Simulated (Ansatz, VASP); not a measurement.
## One calculation of In3Cu, two programs

```
In Cu
1.0
     4.48277    0.00000    0.00000
     0.00000    4.48277    0.00000
     0.00000    0.00000    4.48277
In Cu
3 1
Direct
  0.00000 0.50000 0.50000
  0.50000 0.00000 0.50000
  0.50000 0.50000 0.00000
  0.00000 0.00000 0.00000
```

Alike in both runs: task single point; functional revPBE; k mesh 5 × 5 × 5; occupations gaussian, width 0.2 eV; no spin polarisation.

```csv
,VASP,Ansatz
version,VASP 6.6.1,Ansatz 0.2.0
potentials or method,"VASP PAW PBE potentials, release 64 (In_d, Cu)","plane waves, PAW"
plane-wave cutoff (eV),600,420
valence electrons in the cell,50,58
```

```tsv
	VASP	Ansatz	Ansatz less VASP
pressure (GPa)	2.4	2.3	-0.09
```

VASP's potentials were made for PBE, not for revPBE. VASP's potentials hold 50 valence electrons a cell and Ansatz's 58, so a difference there can come from the potentials and not from the codes.
